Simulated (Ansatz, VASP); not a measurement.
# SiNi in VASP and in Ansatz

```
Ni Si
1.0
     2.94277    0.00000    0.00000
     0.00000    3.28033    0.00000
     0.00000    0.00000    4.67745
Ni Si
2 2
Direct
  0.50000 0.50000 0.34250
  0.00000 0.00000 0.65750
  0.50000 0.50000 0.84314
  0.00000 0.00000 0.15686
```

Alike in both runs: task single point; functional PBEsol; k mesh 9 × 8 × 6; occupations fermi-dirac, width 0.05 eV; collinear spin.

|  | VASP | Ansatz |
| --- | --- | --- |
| version | VASP 6.6.1 | Ansatz 0.2.0 |
| potentials or method | VASP PAW PBE potentials, release 64 (Ni, Si), cutoff 520 eV | all-electron LAPW, scalar-relativistic |

```tsv
	VASP	Ansatz	Ansatz less VASP
gap on the k mesh at the Fermi level (eV)	none	none	-
pressure (GPa)	0.5	0.2	-0.32
traceless stress, the component that is largest in VASP (GPa)	-0.56	-0.77	-0.213
rms of the force components (eV/Å)	0.047	0.045	-0.0021
net moment per atom (μB)	0.00	0.00	0.000
```

VASP's potentials were made for PBE, not for PBEsol. Atom by atom the forces differ by 0.004 eV/Å (rms over components). A gap of «none» marks a metal or a gap that the smearing closes. Ansatz ran all-electron here, and VASP with PAW potentials.
